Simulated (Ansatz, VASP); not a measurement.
## One calculation of Sr, two programs

The input INCAR:

```
PREC     = Accurate       # precision mode
ENCUT    = 520            # plane-wave cutoff, eV
EDIFF    = 1E-7           # SCF threshold, eV
ISMEAR   = -1             # smearing method
SIGMA    = 0.08           # smearing width, eV
LREAL    = False          # projectors in reciprocal space
LASPH    = True           # aspherical terms in the spheres
NELM     = 100            # most SCF steps
ALGO     = Normal         # electronic algorithm
ISIF     = 2              # what is computed and relaxed
LWAVE    = False          # write WAVECAR
LCHARG   = False          # write CHGCAR
GGA      = PE             # functional
NBANDS   = 28             # bands
```

The input KPOINTS:

```
Automatic mesh
0
Gamma
  11 11 3
```

File POSCAR:

```
Sr
1.0
    3.3515866470      0.0000000000      0.0000000000
   -1.6757933235      2.9025591793      0.0000000000
    0.0000000000      0.0000000000     10.9241404795
Sr
4
Direct
    0.0000000000      0.0000000000      0.0000000000
    0.0000000000      0.0000000000      0.5000000000
    0.3333333333      0.6666666667      0.2500000000
    0.6666666667      0.3333333333      0.7500000000
```

Input for Ansatz:

```yaml
crystal:
  lattice:
    - [3.351586647, 0.0, 0.0]
    - [-1.6757933235, 2.9025591793, 0.0]
    - [0.0, 0.0, 10.9241404795]
  atoms:
    - { symbol: Sr, position: [0.0, 0.0, 0.0] }
    - { symbol: Sr, position: [0.0, 0.0, 0.5] }
    - { symbol: Sr, position: [0.3333333333, 0.6666666667, 0.25] }
    - { symbol: Sr, position: [0.6666666667, 0.3333333333, 0.75] }
kpoints:
  mp_grid: { grid: [11, 11, 3] }
scf:
  occupations: { method: fermi_dirac, width: 0.08 }
hamiltonian:
  xc: pbe
  pseudopotentials: { kind: all_electron, lapw: { basis_error: 0.0005 } }
output:
  forces: true
  stress: true
  eigenvalues: true
  populations: true
```

Alike in both runs: task single point; functional PBE; k mesh 11 × 11 × 3; occupations fermi-dirac, width 0.08 eV; no spin polarisation.

|  | VASP | Ansatz |
| --- | --- | --- |
| version | VASP 6.6.1 | Ansatz 0.2.0 |
| potentials or method | VASP PAW PBE potentials, release 64 (Sr_sv), cutoff 520 eV | all-electron LAPW, scalar-relativistic |

Ansatz gave:

| Property | Result |
| --- | --- |
| pressure (GPa) | 24.0 |

Q: Estimate VASP's values.

A: Pressure (GPa): 24.2.

Ansatz ran all-electron here, and VASP with PAW potentials.
